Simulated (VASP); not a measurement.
Here is a VASP 6.6.1 calculation.

Contents of POSCAR:

```
TiC
1.0
    0.0000000000      2.1640000000      2.1640000000
    2.1640000000      0.0000000000      2.1640000000
    2.1640000000      2.1640000000      0.0000000000
Ti C
1 1
Direct
    0.0000000000      0.0000000000      0.0000000000
    0.5000000000      0.5000000000      0.5000000000
```

The input INCAR.step1:

```
  ALGO = Normal
  EDIFF = 1E-4
  ENCUT = 520
  GGA = PE
  ISMEAR = -1
  LASPH = T
  LCHARG = F
  LREAL = F
  LWAVE = T
  NBANDS = 15
  NELM = 80
  PREC = Accurate
  SIGMA = 0.03
```

INCAR.step2

```
  ALGO = Normal
  EDIFF = 1E-8
  ENCUT = 520
  ISIF = 2
  ISMEAR = -1
  ISTART = 1
  LASPH = T
  LCHARG = F
  LEFG = T
  LMIXTAU = T
  LREAL = F
  LWAVE = F
  METAGGA = R2SCAN
  NBANDS = 15
  NELM = 80
  PREC = Accurate
  SIGMA = 0.03
```

The input KPOINTS:

```
k-points
0
Gamma
  16 16 16
```

Potentials or basis: VASP PAW PBE potentials, release 64 (Ti_sv, C).

Command:

```sh
$ cat potpaw_PBE.64/Ti_sv/POTCAR potpaw_PBE.64/C/POTCAR > POTCAR
$ cp INCAR.step1 INCAR
$ mpirun -np 1 vasp_std > vasp.out
$ cp INCAR.step2 INCAR
$ mpirun -np 1 vasp_std > vasp.out
```

What does it give for the band gap on the k mesh?

Zero (bands 8 and 9 overlap by 1.32 eV).

Predict the pressure.

0.9 GPa.

Caveat: the PAW data sets were made with another functional, which shifts forces and pressure a little.
